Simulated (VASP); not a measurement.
# NbP in VASP: further runs

Runs on NbP. Level: PBE. Tasks: single point.

All numbers are computed with VASP 6.6.1; they aren't measurements. Logs are shortened: lines on timing, memory, paths and dates and some standing lists are left out, and cuts for length are marked.

### 1 The cell of the first run

It takes space group Imm2 (No. 44, orthorhombic). The conventional cell has a = 3.311 Å, b = 3.447 Å, c = 11.336 Å, α = 90.00°, β = 90.00°, γ = 90.00°. Nb (site symmetry mm2) has 6 P at 2.54 to 2.56 Å and 2 Nb at 3.27 Å within 3.3 Å. Within 3.4 Å of Nb (site symmetry mm2) lie 6 P at 2.56 Å and 6 Nb at 3.27 to 3.33 Å. P (site symmetry mm2) has 6 Nb at 2.56 Å and 6 P at 3.27 to 3.33 Å within 3.4 Å. P (site symmetry mm2) has 6 Nb at 2.54 to 2.56 Å and 2 P at 3.27 Å within 3.3 Å.

### 2 Single point, PBE (uniaxial strain along a: +3.0 %, then relaxed in part)

The input, INCAR:

```
SYSTEM = NbP
ALGO = Normal
EDIFF = 1E-7
ENCUT = 520
GGA = PE
ISIF = 2
ISMEAR = 0
LASPH = .TRUE.
LCHARG = .FALSE.
LREAL = .FALSE.
LWAVE = .FALSE.
NBANDS = 46
NELM = 100
PREC = Accurate
SIGMA = 0.1
```

The input, KPOINTS:

```
k-points
0
G
  10 10 4
  0 0 0
```

The input, POSCAR:

```
NbP
1.0
    3.4474582495      0.0000000000      0.0000000000
    0.0000000000      3.3113102776      0.0000000000
    0.0000000000      0.0000000000     11.3359515698
Nb P
4 4
Direct
    0.5000000000      0.5000000000      0.0010227511
    0.0000000000      0.5000000000      0.7498227271
    0.0000000000      0.0000000000      0.5010227511
    0.5000000000      0.0000000000      0.2498227271
    0.0000000000      0.0000000000      0.0828831105
    0.5000000000      0.0000000000      0.8315285614
    0.5000000000      0.5000000000      0.5828831105
    0.0000000000      0.5000000000      0.3315285614
```

Potentials or basis: VASP PAW PBE potentials, release 64 (Nb_sv, P).

On the command line:

```
$ cat potpaw_PBE.64/Nb_sv/POTCAR potpaw_PBE.64/P/POTCAR > POTCAR
$ mpirun -np 1 vasp_std > vasp.out
```

OUTCAR:

```text
SYSTEM = NbP
   EDIFF = 1E-7
   ENCUT = 520
   GGA = PE
   ISIF = 2
   ISMEAR = 0
   LASPH = .TRUE.
   LREAL = .FALSE.
   NELM = 100
   PREC = Accurate

 ion  position               nearest neighbor table
   1  0.500  0.500  0.001-   6 2.54   6 2.54   5 2.56   5 2.56   5 2.56   5 2.56
   2  0.000  0.500  0.750-   7 2.56   7 2.56   6 2.56   6 2.56   6 2.56   6 2.56
   3  0.000  0.000  0.501-   8 2.54   8 2.54   7 2.56   7 2.56   7 2.56   7 2.56
   4  0.500  0.000  0.250-   5 2.56   5 2.56   8 2.56   8 2.56   8 2.56   8 2.56
   5  0.000  0.000  0.083-   4 2.56   4 2.56   1 2.56   1 2.56   1 2.56   1 2.56
   6  0.500  0.000  0.832-   1 2.54   1 2.54   2 2.56   2 2.56   2 2.56   2 2.56
   7  0.500  0.500  0.583-   2 2.56   2 2.56   3 2.56   3 2.56   3 2.56   3 2.56
   8  0.000  0.500  0.332-   3 2.54   3 2.54   4 2.56   4 2.56   4 2.56   4 2.56

  LATTYP: Found a simple orthorhombic cell.
 ALAT       =     3.3113102776
 B/A-ratio  =     1.0411160418
 C/A-ratio  =     3.4234036135

  Lattice vectors:

 A1 = (   0.0000000000,  -3.3113102776,   0.0000000000)
 A2 = (   3.4474582495,   0.0000000000,   0.0000000000)
 A3 = (   0.0000000000,   0.0000000000,  11.3359515698)

Analysis of symmetry for initial positions (statically):
=====================================================================
 Subroutine PRICEL returns following result:

  LATTYP: Found a body centered orthorhombic cell.
 ALAT       =     3.3113102776
 B/A-ratio  =     1.0411160418
 C/A-ratio  =     3.4234036135

  Lattice vectors:

 A1 = (   1.7237291247,   1.6556551388,   5.6679757849)
 A2 = (  -1.7237291247,  -1.6556551388,   5.6679757849)
 A3 = (   1.7237291247,  -1.6556551388,  -5.6679757849)

   2 primitive cells build up your supercell.

 Routine SETGRP: Setting up the symmetry group for a
 simple orthorhombic supercell.

 Subroutine GETGRP returns: Found  4 space group operations
 (whereof  4 operations were pure point group operations)
 out of a pool of  8 trial point group operations.

The static configuration has the point symmetry C_2v.

Analysis of symmetry for dynamics (positions and initial velocities):
=====================================================================
 Subroutine PRICEL returns following result:

  LATTYP: Found a body centered orthorhombic cell.
 ALAT       =     3.3113102776
 B/A-ratio  =     1.0411160418
 C/A-ratio  =     3.4234036135

  Lattice vectors:

 A1 = (   1.7237291247,   1.6556551388,   5.6679757849)
 A2 = (  -1.7237291247,  -1.6556551388,   5.6679757849)
 A3 = (   1.7237291247,  -1.6556551388,  -5.6679757849)

   2 primitive cells build up your supercell.

 Routine SETGRP: Setting up the symmetry group for a
 simple orthorhombic supercell.

 Subroutine GETGRP returns: Found  4 space group operations
 (whereof  4 operations were pure point group operations)
 out of a pool of  8 trial point group operations.

The dynamic configuration has the point symmetry C_2v.

 Subroutine INISYM returns: Found  4 space group operations
 (whereof  4 operations are pure point group operations),
 and found     2 'primitive' translations

----------------------------------------------------------------------------------------

                                     Primitive cell

  volume of cell :      64.7034

  direct lattice vectors                    reciprocal lattice vectors
     1.723729125  1.655655139  5.667975785     0.290068778  0.000000000  0.088214915
    -1.723729125 -1.655655139  5.667975785    -0.000000000 -0.301995258  0.088214915
     1.723729125 -1.655655139 -5.667975785     0.290068778 -0.301995258  0.000000000

  length of vectors
     6.151291371  6.151291371  6.151291371     0.303186027  0.314615649  0.418737425

  position of ions in fractional coordinates (direct lattice)
     0.501022751  0.501022751  0.000000000
     0.749822727  0.249822727  0.500000000
     0.082883110  0.082883110  0.000000000
     0.331528561  0.831528561  0.500000000

  ion indices of the primitive-cell ions
   primitive index   ion index
                 1           1
                 2           4
                 3           7
                 4           6

----------------------------------------------------------------------------------------

 KPOINTS: k-points

Automatic generation of k-mesh.
 Grid dimensions read from file:
 generate k-points for:   10   10    4

 Generating k-lattice:

  Cartesian coordinates                     Fractional coordinates (reciprocal lattice)
     0.029006878  0.000000000  0.000000000     0.100000000  0.000000000  0.000000000
     0.000000000  0.030199526  0.000000000     0.000000000  0.100000000  0.000000000
     0.000000000  0.000000000  0.022053729     0.000000000  0.000000000  0.250000000

  Length of vectors
     0.029006878  0.030199526  0.022053729

  Shift w.r.t. Gamma in fractional coordinates (k-lattice)
     0.000000000  0.000000000  0.000000000

 Subroutine IBZKPT returns following result:
 ===========================================

 Found    108 irreducible k-points:

 Following reciprocal coordinates:
            Coordinates               Weight
  0.000000  0.000000  0.000000      1.000000
  0.100000  0.000000  0.000000      2.000000
  0.200000  0.000000  0.000000      2.000000
  0.300000  0.000000  0.000000      2.000000
  0.400000  0.000000  0.000000      2.000000
  0.500000  0.000000  0.000000      1.000000
[... 16 lines left out ...]
  0.400000  0.300000  0.000000      4.000000
  0.500000  0.300000  0.000000      2.000000
 [... further k-points ...]
   k-points           NKPTS =    108   k-points in BZ     NKDIM =    108   number of bands    NBANDS=     46
   number of dos      NEDOS =    301   number of ions     NIONS =      8
   total plane-waves  NPLWV =  65856
   dimension x,y,z NGX =    28 NGY =   28 NGZ =   84
   dimension x,y,z NGXF=    56 NGYF=   56 NGZF=  168
   ions per type =               4   4
   NGX,Y,Z   is equivalent  to a cutoff of  13.50, 14.06, 12.32 a.u.
   NGXF,Y,Z  is equivalent  to a cutoff of  27.00, 28.12, 24.64 a.u.
 SYSTEM =  NbP
   PREC   = accura    normal or accurate (medium, high low for compatibility)
   ISTART =      0    job   : 0-new  1-cont  2-samecut
   ICHARG =      2    charge: 1-file 2-atom 10-const
   ISPIN  =      1    spin polarized calculation?
   LNONCOLLINEAR =      F non collinear calculations
   LSORBIT =      F    spin-orbit coupling
   LASPH  =      T    aspherical Exc in radial PAW
   ENCUT  =  520.0 eV  38.22 Ry    6.18 a.u.   6.41  6.16 21.08*2*pi/ulx,y,z
   NELM   =    100;   NELMIN=  2; NELMDL= -5     # of ELM steps
   EDIFF  = 0.1E-06   stopping-criterion for ELM
   LREAL  =      F    real-space projection
   EDIFFG = 0.1E-05   stopping-criterion for IOM
   NSW    =      0    number of steps for IOM
   IBRION =     -1    ionic relax: 0-MD 1-quasi-New 2-CG
   NFREE  =      0    steps in history (QN), initial steepest desc. (CG)
   ISIF   =      2    stress and relaxation
   ISYM   =      2    0-nonsym 1-usesym 2-fastsym
   POTIM  = 0.5000    time-step for ionic-motion
   TEBEG  =    0.0;   TEEND  =   0.0 temperature during run
   PSTRESS=    0.0 pullay stress
   NELECT =      72.0000    total number of electrons
   NUPDOWN=      -1.0000    fix difference up-down
   EMIN   =  10.00;   EMAX   =-10.00  energy-range for DOS
   EFERMI =   0.00;   METHOD = LEGACY
   ISMEAR =     0;   SIGMA  =   0.10  broadening in eV -4-tet -1-fermi 0-gaus
   EFERMI_NEDOS =   21; number of points for ismear=-14 and -15
   IALGO  =     38    algorithm
   IMIX   =      4    mixing-type and parameters
     AMIX     =   0.40;   BMIX     =  1.00
     AMIX_MAG =   1.60;   BMIX_MAG =  1.00
  volume/ion in A,a.u.               =      16.18       109.16
  Fermi-wavevector in a.u.,A,eV,Ry     =   1.346480  2.544479 24.667492  1.813009
  Thomas-Fermi vector in A             =   2.474309
   LORBIT       =      0    0 simple, 1 ext, 2 COOP (PROOUT), +10 PAW based schemes
   GGA     = PE    functional components
   LHFCALC =     F    Hartree Fock is set to
   AEXX    =    0.0000 exact exchange contribution
   IVDW    =     0    specifies the selected vdW correction
   LEPSILON=     F    determine dielectric tensor
   LRPA    =     F    only Hartree local field effects (RPA)
 non-spin polarized calculation
 Gauss-broadening in eV      SIGMA  =   0.10
  energy-cutoff  :      520.00
  volume of cell :      129.41
 maximum number of plane-waves:      3524
 NGX is ok and might be reduce to    28
   NGX = 13   NGY = 13   NGZ = 43

 number of electron      72.0000000 magnetization

 Free energy of the ion-electron system (eV)
  ---------------------------------------------------
  ext. energy  EPLUGINS =         0.00000000
  ---------------------------------------------------
  free energy    TOTEN  =       -70.54492363 eV

  energy without entropy =      -70.53756634  energy(sigma->0) =      -70.54124499

 E-fermi :  10.5169     XC(G=0): -11.9690

 val. band max:       10.5037770952   @ k =   0.0000   0.2000   0.0000
 cond. band min:      10.5199031595   @ k =   0.5000   0.0000   0.0000
 fundamental gap:      0.0161260643
 Fermi energy:        10.5169391835

 k-point     1 :       0.0000    0.0000    0.0000
  band No.  band energies     occupation
      1     -44.4630      2.00000
      2     -44.4555      2.00000
      3     -44.4099      2.00000
      4     -44.4024      2.00000
      5     -20.7054      2.00000
      6     -20.5821      2.00000
[... 38 lines left out ...]
     45      13.5853      0.00000
     46      13.9399      0.00000

 k-point     2 :       0.1000    0.0000    0.0000
  band No.  band energies     occupation
      1     -44.4615      2.00000
      2     -44.4544      2.00000
      3     -44.4088      2.00000
      4     -44.4016      2.00000
      5     -20.7003      2.00000
      6     -20.6083      2.00000
[... 1070 lines left out ...]
 k-point    24 :       0.5000    0.3000    0.0000
  band No.  band energies     occupation
      1     -44.4318      2.00000
      2     -44.4318      2.00000
      3     -44.3846      2.00000
      4     -44.3846      2.00000
      5     -20.7712      2.00000
      6     -20.7712      2.00000
[... 38 lines left out ...]
     45      14.4201      0.00000
     46      14.4374      0.00000

 [... further k-points ...]

------------------------ aborting loop because EDIFF is reached ----------------------------------------

  FORCE on cell =-STRESS in cart. coord.  units (eV):
  Direction    XX          YY          ZZ          XY          YZ          ZX
  --------------------------------------------------------------------------------------
  -------------------------------------------------------------------------------------
  Total       -5.7723053     -0.3069057     -0.2835270      0.0000000      0.0000000      0.0000000
  in kB      -71.4665803     -3.7997816     -3.5103316      0.0000000      0.0000000      0.0000000
  external PRESSURE =     -26.2588978 kB  Pullay stress =       0.0000000 kB

 VOLUME and BASIS-vectors are now :
 -----------------------------------------------------------------------------
  energy-cutoff  :      520.00
  volume of cell :      129.41
      direct lattice vectors                 reciprocal lattice vectors
     3.447458249  0.000000000  0.000000000     0.290068778  0.000000000  0.000000000
     0.000000000  3.311310278  0.000000000     0.000000000  0.301995258  0.000000000
     0.000000000  0.000000000 11.335951570     0.000000000  0.000000000  0.088214915

 POSITION                                       TOTAL-FORCE (eV/Angst)
 -----------------------------------------------------------------------------------
      1.72373      1.65566      0.01159        -0.000000     -0.000000     -0.001272
      0.00000      1.65566      8.49995         0.000000      0.000000     -0.002915
      0.00000      0.00000      5.67957         0.000000     -0.000000     -0.001272
      1.72373      0.00000      2.83198         0.000000      0.000000     -0.002915
      0.00000      0.00000      0.93956         0.000000      0.000000      0.001663
      1.72373      0.00000      9.42617         0.000000      0.000000      0.002523
      1.72373      1.65566      6.60753        -0.000000      0.000000      0.001663
      0.00000      1.65566      3.75819         0.000000      0.000000      0.002523
 -----------------------------------------------------------------------------------
    total drift:                                0.000000     -0.000000      0.000057

  FREE ENERGIE OF THE ION-ELECTRON SYSTEM (eV)
  ---------------------------------------------------
  free  energy   TOTEN  =       -70.5449236347 eV

  energy  without entropy=      -70.5375663428  energy(sigma->0) =      -70.54124499
```

It took 27 min on 1 thread of AMD EPYC 7R13, shared host; peak memory 0.54 GiB.

Results:

| Item | Value |
| --- | --- |
| Free energy | -70.5449 eV |
| Pressure | -2.6 GPa |
| Band gap on the k mesh | zero (band 36 reaches 10.56 eV, above the bottom of band 37 at 10.52 eV) |

Forces on the atoms (eV/Å):
```
Nb   0.000  0.000 -0.001
Nb   0.000  0.000 -0.003
Nb   0.000  0.000 -0.001
Nb   0.000  0.000 -0.003
P    0.000  0.000  0.002
P    0.000  0.000  0.003
P    0.000  0.000  0.002
P    0.000  0.000  0.003
```

Caveat: the cell differs from its parent crystal (uniaxial strain along a: +3.0 %, then relaxed in part).

### 3 Single point, PBE (uniaxial strain along a: +3.0 %)

The input, INCAR:

```
SYSTEM = NbP
  ALGO = Normal
  EDIFF = 1E-6
  ENCUT = 520
  GGA = PE
  ISIF = 2
  ISMEAR = 0
  LASPH = .True.
  LCHARG = .False.
  LREAL = .False.
  LWAVE = .False.
  NBANDS = 46
  NELM = 100
  PREC = Accurate
  SIGMA = 0.1
```

The input, KPOINTS:

```
k-points
0
Gamma
  10 10 4
  0 0 0
```

The input, POSCAR:

```
NbP
1.0
    3.4474582495      0.0000000000      0.0000000000
    0.0000000000      3.3219439928      0.0000000000
    0.0000000000      0.0000000000     11.3422547369
Nb P
4 4
Direct
    0.5000000000      0.5000000000      0.0006922675
    0.0000000000      0.5000000000      0.7498567330
    0.0000000000      0.0000000000      0.5006922675
    0.5000000000      0.0000000000      0.2498567330
    0.0000000000      0.0000000000      0.0828145369
    0.5000000000      0.0000000000      0.8318936128
    0.5000000000      0.5000000000      0.5828145369
    0.0000000000      0.5000000000      0.3318936128
```

Potentials or basis: VASP PAW PBE potentials, release 64 (Nb_sv, P).

On the command line:

```
$ cat potpaw_PBE.64/Nb_sv/POTCAR potpaw_PBE.64/P/POTCAR > POTCAR
$ mpirun -np 1 vasp_std > vasp.out
```

Run time: 23 min. Hardware: 1 thread of AMD EPYC 7R13, shared host; peak memory 0.54 GiB.

It converged, with:

```yaml
Free_energy: -70.5420 eV
Pressure: -3.3 GPa
Largest_force: 0.071 eV/Å
Band_gap_on_the_k_mesh: zero (band 36 reaches 10.49 eV, above the bottom of band 37 at 10.47 eV)
```

Forces in eV/Å, atoms in the order of the input:
```
Nb   0.000  0.000  0.071
Nb   0.000  0.000  0.004
Nb   0.000  0.000  0.071
Nb   0.000  0.000  0.004
P    0.000  0.000 -0.007
P    0.000  0.000 -0.068
P    0.000  0.000 -0.007
P    0.000  0.000 -0.068
```

Stress tensor (GPa, compression positive):
```
-7.73  0.00  0.00
 0.00 -1.43  0.00
 0.00  0.00 -0.75
```

Levels at points of the mesh, in eV from the Fermi level:
| k point | band 34 | band 35 | band 36 | band 37 | band 38 | band 39 |
| --- | --- | --- | --- | --- | --- | --- |
| (0.00, 0.00, 0.00) | -1.12 | -0.92 | -0.37 | 0.72 | 1.08 | 1.11 |
| (0.50, 0.00, 0.00) | -1.44 | 0.01 | 0.01 | 0.02 | 0.02 | 1.60 |
| (0.00, 0.50, 0.00) | -1.41 | -0.21 | -0.21 | 0.07 | 0.07 | 1.39 |
| (0.50, 0.50, 0.00) | -0.52 | -0.44 | -0.44 | 2.58 | 2.58 | 2.81 |
| (0.00, 0.00, 0.50) | -1.26 | -0.72 | -0.72 | 0.82 | 0.82 | 1.40 |
| (0.50, 0.00, 0.50) | -1.41 | -0.09 | -0.09 | 0.15 | 0.15 | 1.40 |
| (0.00, 0.50, 0.50) | -1.43 | -0.08 | -0.08 | 0.02 | 0.02 | 1.17 |
| (0.50, 0.50, 0.50) | -0.51 | -0.43 | -0.43 | 2.59 | 2.59 | 2.80 |

Caveat: the cell differs from its parent crystal (uniaxial strain along a: +3.0 %).

### 4 Single point, PBE

This run uses another cell than the first one, of 16.00 Å³/atom, 0.989 times its volume.

The input, INCAR:

```
PREC = Accurate ; ENCUT = 520
EDIFF = 1E-7 ; ISMEAR = 0
SIGMA = 0.15 ; LREAL = F
LASPH = T ; NELM = 60
ALGO = Normal ; ISIF = 2
LWAVE = F ; LCHARG = T
GGA = PE ; LELF = T
LVHAR = T ; NBANDS = 46
```

The input, KPOINTS:

```
regular mesh
0
Gamma
  14 14 4
```

The input, POSCAR:

```
NbP
1.0
   -3.3470468442      0.0000000000      0.0000000000
    0.0000000000     -3.3470468442      0.0000000000
    0.0000000000      0.0000000000     11.4279644792
Nb P
4 4
Direct
    0.0000000000      0.0000000000      0.7500346827
    0.5000000000      0.5000000000      0.2500346827
    0.5000000000      0.0000000000      0.5000346827
    0.0000000000      0.5000000000      0.0000346827
    0.5000000000      0.5000000000      0.8325938923
    1.0000000000      0.0000000000      0.3325938923
    1.0000000000      0.5000000000      0.5825938923
    0.5000000000      0.0000000000      0.0825938923
```

On the command line:

```
$ cat potpaw_PBE.64/Nb_sv/POTCAR potpaw_PBE.64/P/POTCAR > POTCAR
$ mpirun -np 1 vasp_std > vasp.out
```

Wall time 15 min (1 thread of Intel Xeon Platinum 8259CL at 2.50GHz (Skylake/Cascade Lake), shared host); peak memory 0.57 GiB.

The run converged. Its results:

- Free energy: -70.6434 eV
- Pressure: -0.4 GPa
- Largest force: 0.003 eV/Å
- Band gap on the k mesh: zero (band 36 reaches 10.74 eV, above the bottom of band 37 at 10.61 eV)

Forces in eV/Å, atoms in the order of the input:
```
Nb   0.000  0.000 -0.003
Nb   0.000  0.000 -0.003
Nb   0.000  0.000 -0.003
Nb   0.000  0.000 -0.003
P    0.000  0.000  0.003
P    0.000  0.000  0.003
P    0.000  0.000  0.003
P    0.000  0.000  0.003
```

Stress tensor (GPa, compression positive):
```
-0.41  0.00  0.00
 0.00 -0.41  0.00
 0.00  0.00 -0.34
```

Levels at points of the mesh, in eV from the Fermi level:
```
           k point  band 33  band 34  band 35  band 36  band 37  band 38  band 39  band 40
(0.00, 0.00, 0.00)    -1.36    -1.36    -0.54    -0.54     0.82     1.18     1.18     1.60
(0.50, 0.00, 0.00)    -1.48    -1.48    -0.05    -0.05    -0.04    -0.04     1.51     1.51
(0.50, 0.50, 0.00)    -0.44    -0.44    -0.44    -0.44     2.97     2.97     2.97     2.97
(0.00, 0.00, 0.50)    -0.92    -0.92    -0.92    -0.92     0.92     0.92     1.47     1.47
(0.50, 0.00, 0.50)    -1.51    -1.51    -0.11    -0.11     0.07     0.07     1.32     1.32
(0.50, 0.50, 0.50)    -0.42    -0.42    -0.42    -0.42     2.98     2.98     2.98     2.98
```

### 5 Summary

```csv
cell,k mesh,smearing,gap on the mesh (eV),pressure (GPa)
"a = 3.447, b = 3.311, c = 11.336 Å, 8 atoms",10 × 10 × 4,gaussian 0.1 eV,none,-2.6
"a = 3.447, b = 3.322, c = 11.342 Å, 8 atoms",10 × 10 × 4,gaussian 0.1 eV,none,-3.3
"a = 3.347, b = 3.347, c = 11.428 Å, 8 atoms",14 × 14 × 4,gaussian 0.15 eV,none,-0.4
```

Alike in all rows: task single point; level PBE; potentials or basis VASP PAW PBE potentials, release 64 (Nb_sv, P); no spin polarisation; cutoff (eV) 520.

Total energies depend on the potentials used, so only differences within one code and one set of settings carry meaning.
